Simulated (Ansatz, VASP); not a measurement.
## Sn in VASP and in Ansatz

INCAR

```
SYSTEM = Sn
  PREC = Accurate
  ENCUT = 520
  EDIFF = 1E-8
  ISMEAR = -1
  SIGMA = 0.03
  LREAL = .False.
  LASPH = .True.
  NELM = 100
  ALGO = Normal
  ISIF = 2
  LWAVE = .False.
  LCHARG = .False.
  LEFG = .True.
  NBANDS = 21
```

KPOINTS

```
regular mesh
0
Gamma
  9 9 9
  0 0 0
```

File POSCAR:

```
Sn
1.0
    0.0973680000      3.2942840000      3.2942840000
    3.2942840000      0.0973680000      3.2942840000
    3.2942840000      3.2942840000      0.0973680000
Sn
2
Direct
    0.5000000000      0.5000000000      0.5000000000
    0.7500000000      0.7500000000      0.7500000000
```

Input for Ansatz:

```yaml
crystal:
  lattice:
    - [0.097368, 3.294284, 3.294284]
    - [3.294284, 0.097368, 3.294284]
    - [3.294284, 3.294284, 0.097368]
  atoms:
    - { symbol: Sn, position: [0.5, 0.5, 0.5] }
    - { symbol: Sn, position: [0.75, 0.75, 0.75] }
kpoints:
  mp_grid: { grid: [9, 9, 9] }
scf:
  occupations: { method: fermi_dirac, width: 0.03 }
hamiltonian:
  xc: lda
  pseudopotentials: { kind: all_electron, datasets: crystal }
output:
  forces: true
  stress: true
  eigenvalues: true
  efg: { contact_densities: true }
```

Change from the starting cell: equal xy, yz and zx shear strains of +3 %, crystal datasets.

Alike in both runs: task electric field gradients; functional LDA; k mesh 9 × 9 × 9; occupations fermi-dirac, width 0.03 eV; no spin polarisation.

|  | VASP | Ansatz |
| --- | --- | --- |
| version | VASP 6.6.1 | Ansatz 0.2.0 |
| potentials or method | VASP PAW LDA potentials, release 64 (Sn_d), cutoff 520 eV | all-electron PAW with datasets made for the crystal, scalar-relativistic |

```csv
,VASP,Ansatz,Ansatz less VASP
pressure (GPa),-0.2,-0.2,0.00
"traceless stress, the component that is largest in VASP (GPa)",-1.38,-1.36,+0.013
rms of the force components (eV/Å),0.224,0.223,-0.0009
size of Vzz on the site where it differs most (V/Å²),43.4,41.7,-1.70
```

LDA's correlation is that of Perdew and Zunger in VASP and of Perdew and Wang (1992) in Ansatz. Atom by atom the forces differ by 0.001 eV/Å (rms over components). Ansatz ran all-electron here, and VASP with PAW potentials.
